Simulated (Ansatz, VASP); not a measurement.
Given: the input of a run of VASP 6.6.1 on ZnCu.

File INCAR:

```
SYSTEM = ZnCu
  PREC = Accurate
  ENCUT = 520
  EDIFF = 1E-6
  ISMEAR = -1
  SIGMA = 0.05
  LREAL = .False.
  LASPH = .True.
  NELM = 80
  ALGO = Normal
  ISIF = 2
  LWAVE = .False.
  LCHARG = .True.
  LELF = .True.
  LVHAR = .True.
  NBANDS = 18
```

KPOINTS

```
regular mesh
0
Gamma
  9 9 9
  0 0 0
```

File POSCAR:

```
ZnCu
1.0
    3.0027597620      0.0000000000      0.0000000000
    0.0000000000      3.0027597620      0.0000000000
    0.0000000000      0.0000000000      3.0027597620
Zn Cu
1 1
Direct
    0.5000000000      0.5000000000      0.5000000000
    0.0000000000      0.0000000000      0.0000000000
```

Potentials or basis: VASP PAW LDA potentials, release 64 (Zn, Cu).

Launch:

```console
$ cat potpaw_LDA.64/Zn/POTCAR potpaw_LDA.64/Cu/POTCAR > POTCAR
$ mpirun -np 1 vasp_std > vasp.out
```

Set up the same calculation for Ansatz 0.2.0. Potentials there: all-electron LAPW, scalar-relativistic.

As run (the cutoff follows the program's own potentials):

The input input.yaml:

```yaml
crystal:
  lattice:
    - [3.002759762, 0.0, 0.0]
    - [0.0, 3.002759762, 0.0]
    - [0.0, 0.0, 3.002759762]
  atoms:
    - { symbol: Zn, position: [0.5, 0.5, 0.5] }
    - { symbol: Cu, position: [0.0, 0.0, 0.0] }
kpoints:
  mp_grid: { grid: [9, 9, 9] }
scf:
  occupations: { method: fermi_dirac, width: 0.05 }
hamiltonian:
  xc: lda
  pseudopotentials: { kind: all_electron, lapw: { basis_error: 0.001 } }
output:
  forces: true
  stress: true
  eigenvalues: true
```

Potentials or basis: all-electron LAPW, scalar-relativistic.

Command:

```sh
$ ansatz run input.yaml --threads 1 --pin off --max-ram 3072MiB --backend cpu --events-out ev --progress --plain --runs-dir out
```

Both were run:

|  | VASP | Ansatz | Ansatz less VASP |
| --- | --- | --- | --- |
| gap on the k mesh at the Fermi level (eV) | none | none | - |
| pressure (GPa) | -14.0 | -14.7 | -0.69 |

LDA's correlation is that of Perdew and Zunger in VASP and of Perdew and Wang (1992) in Ansatz. A gap of «none» marks a metal or a gap that the smearing closes. Ansatz ran all-electron here, and VASP with PAW potentials.
